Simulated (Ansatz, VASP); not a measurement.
**GePt: VASP beside Ansatz**

```
CELL_PARAMETERS angstrom
2.78009 0.00000 0.00000
0.00000 2.78009 0.00000
0.00000 0.00000 4.86007
ATOMIC_POSITIONS crystal
Ge 0.00000 0.00000 0.97618
Pt 0.00000 0.00000 0.47618
```

Alike in both runs: functional PBE; k mesh 6 × 6 × 5; occupations gaussian, width 0.2 eV; no spin polarisation.

Ansatz relaxed the structure, and its values are those at the end. VASP's run is a single point on that final structure, the one shown.

|  | VASP | Ansatz |
| --- | --- | --- |
| version | VASP 6.6.1 | Ansatz 0.2.0 |
| potentials or method | VASP PAW PBE potentials, release 64 (Ge_d, Pt), cutoff 500 eV | scalar-relativistic, plane waves, PAW |
| valence electrons in the cell | 24 | 32 |

|  | VASP | Ansatz | Ansatz less VASP |
| --- | --- | --- | --- |
| gap on the k mesh at the Fermi level (eV) | none | none | - |
| pressure (GPa) | -0.1 | -0.1 | 0.00 |

A gap of «none» marks a metal or a gap that the smearing closes. VASP's potentials hold 24 valence electrons a cell and Ansatz's 32, so a difference there can come from the potentials and not from the codes.

The k mesh is coarse, so the values compare programs but aren't converged. Neither program's run includes spin-orbit coupling.
